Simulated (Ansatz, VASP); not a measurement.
**Two plane-wave programs on Hg**

INCAR

```
SYSTEM = Hg
PREC = Accurate ; ENCUT = 520
EDIFF = 1E-6 ; ISMEAR = 0
SIGMA = 0.05 ; LREAL = .False.
LASPH = .True. ; NELM = 60
ALGO = Fast ; ISIF = 2
LWAVE = .False. ; LCHARG = .True.
GGA = PS ; LELF = .True.
LVHAR = .True. ; NBANDS = 12
```

File KPOINTS:

```
Automatic mesh
0
Gamma
  10 10 4
  0 0 0
```

File POSCAR:

```
Hg
1.0
    3.0637466888      0.0005966067     -0.0000002206
    1.5309294589      2.6570946376      0.0000029501
    0.0082737613      1.6952117226      8.8300372862
Hg
1
Direct
    0.5000000000      0.0000000000      0.0000000000
```

Input for Ansatz:

```yaml
crystal:
  lattice:
    - [3.0637466888, 0.0005966067, -2.206e-07]
    - [1.5309294589, 2.6570946376, 2.9501e-06]
    - [0.0082737613, 1.6952117226, 8.8300372862]
  atoms:
    - { symbol: Hg, position: [0.5, 0.0, 0.0] }
basis:
  ecutwfc: 420
kpoints:
  mp_grid: { grid: [10, 10, 4] }
hamiltonian:
  xc: pbesol
scf:
  occupations: { method: gaussian, width: 0.05 }
output:
  forces: true
  stress: true
  eigenvalues: true
```

Change from the starting cell: strain -0.050 along x and y, +0.025 along z, atoms carried along.

Alike in both runs: task single point; functional PBEsol; k mesh 10 × 10 × 4; occupations gaussian, width 0.05 eV; no spin polarisation.

|  | VASP | Ansatz |
| --- | --- | --- |
| version | VASP 6.6.1 | Ansatz 0.2.0 |
| potentials or method | VASP PAW PBE potentials, release 64 (Hg), cutoff 520 eV | scalar-relativistic, plane waves, PAW |
| valence electrons in the cell | 12 | 20 |

VASP gave:

```
gap on the k mesh at the Fermi level (eV)                     : none
pressure (GPa)                                                : 0.6
traceless stress, the component that is largest in VASP (GPa) : -0.62
```

Estimate Ansatz's values.

gap on the k mesh at the Fermi level (eV): none; pressure (GPa): 0.5; traceless stress, the component that is largest in VASP (GPa): -0.46.

VASP's potentials were made for PBE, not for PBEsol. A gap of «none» marks a metal or a gap that the smearing closes. VASP's potentials hold 12 valence electrons a cell and Ansatz's 20, so a difference there can come from the potentials and not from the codes.

Neither program's run includes spin-orbit coupling.
